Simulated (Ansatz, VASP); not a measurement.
This is a calculation of NaCl for VASP 6.6.1.

File POSCAR:

```
NaCl
1.0
    0.0000000000      2.7940632177      2.7940632177
    2.7940632177      0.0000000000      2.7940632177
    2.7940632177      2.7940632177      0.0000000000
Cl Na
1 1
Direct
    0.5000000000      0.5000000000      0.5000000000
    0.0000000000      0.0000000000      0.0000000000
```

Contents of INCAR.step1:

```
  ALGO = Normal
  EDIFF = 1E-5
  ENCUT = 520
  GGA = PE
  ISIF = 2
  ISMEAR = -1
  LASPH = T
  LCHARG = F
  LREAL = F
  LWAVE = T
  NBANDS = 14
  NELM = 60
  PREC = Accurate
  SIGMA = 0.05
```

Contents of INCAR.step2:

```
  AEXX = 0.25
  ALGO = Normal
  EDIFF = 1E-7
  ENCUT = 520
  GGA = PE
  HFSCREEN = 0.1
  ISIF = 2
  ISMEAR = -1
  ISTART = 1
  LASPH = T
  LCHARG = F
  LHFCALC = T
  LREAL = F
  LWAVE = F
  NBANDS = 14
  NELM = 60
  PREC = Accurate
  PRECFOCK = Normal
  SIGMA = 0.05
```

The input KPOINTS:

```
k-points
0
Gamma
  4 4 4
```

Potentials or basis: VASP PAW PBE potentials, release 64 (Cl, Na_pv).

Run with:

```console
$ cat potpaw_PBE.64/Cl/POTCAR potpaw_PBE.64/Na_pv/POTCAR > POTCAR
$ cp INCAR.step1 INCAR
$ mpirun -np 1 vasp_std > vasp.out
$ cp INCAR.step2 INCAR
$ mpirun -np 1 vasp_std > vasp.out
```

Question: Translate it to Ansatz 0.2.0. Potentials there: all-electron PAW datasets made for the crystal.

Answer: As run (the cutoff follows the program's own potentials):

The input input.yaml:

```yaml
crystal:
  lattice:
    - [0.0, 2.7940632177, 2.7940632177]
    - [2.7940632177, 0.0, 2.7940632177]
    - [2.7940632177, 2.7940632177, 0.0]
  atoms:
    - { symbol: Cl, position: [0.5, 0.5, 0.5] }
    - { symbol: Na, position: [0.0, 0.0, 0.0] }
kpoints:
  mp_grid: { grid: [4, 4, 4] }
scf:
  occupations: { method: fermi_dirac, width: 0.05 }
hamiltonian:
  xc: { preset: hse06, exx: { coeff: 0.25, omega: 0.1 } }
  pseudopotentials: { kind: all_electron, datasets: crystal }
output:
  forces: true
  stress: true
```

Potentials or basis: all-electron PAW datasets made for the crystal.

The run is started by

```bash
$ ansatz run input.yaml --threads 1 --pin off --max-ram 3072MiB --backend cpu --events-out ev --progress --plain --runs-dir out
```

Both were run:

|  | VASP | Ansatz | Ansatz less VASP |
| --- | --- | --- | --- |
| gap on the k mesh at the Fermi level (eV) | 6.96 | 6.95 | -0.005 |
| least direct gap on the mesh (eV) | 6.96 | 6.95 | -0.005 |
| pressure (GPa) | 0.9 | 0.9 | +0.03 |

VASP's potentials were made for PBE, not for PBE-based screened hybrid. Ansatz ran all-electron here, and VASP with PAW potentials.

The k mesh is coarse, so the values compare programs but aren't converged.
